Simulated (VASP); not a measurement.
Here is a VASP 6.6.1 calculation.

File INCAR:

```
SYSTEM = Sr
PREC = Accurate
ENCUT = 520
EDIFF = 1E-6
ISMEAR = 1
SIGMA = 0.02
LREAL = .FALSE.
LASPH = .TRUE.
NELM = 100
ALGO = Normal
ISIF = 2
LWAVE = .FALSE.
LCHARG = .FALSE.
GGA = PS
NBANDS = 28
```

The input KPOINTS:

```
Automatic mesh
0
G
  4 4 4
  0 0 0
```

The input POSCAR:

```
Sr
1.0
   -4.1951406545      4.1951406545      3.6083253684
    4.1951406545     -4.1951406545      3.6083253684
    4.1951406545      4.1951406545     -3.6083253684
Sr
4
Direct
    0.1645500000      0.6645500000      0.8291000000
    0.8354500000      0.3354500000      0.1709000000
    0.6645500000      0.8354500000      0.5000000000
    0.3354500000      0.1645500000      0.5000000000
```

Potentials or basis: VASP PAW PBE potentials, release 64 (Sr_sv).

Run with:

```bash
$ cat potpaw_PBE.64/Sr_sv/POTCAR > POTCAR
$ mpirun -np 1 vasp_std > vasp.out
```

Task: Estimate the band gap on the k mesh.

Result: Zero (bands 20 and 21 overlap by 0.60 eV).

Task: Estimate the pressure.

Result: -1.1 GPa.

Forces on the atoms (eV/Å):
```
Sr   0.059  0.059  0.000
Sr  -0.059 -0.059  0.000
Sr  -0.059  0.059  0.000
Sr   0.059 -0.059  0.000
```

Caveat: the PAW data sets were made with another functional, which shifts forces and pressure a little.
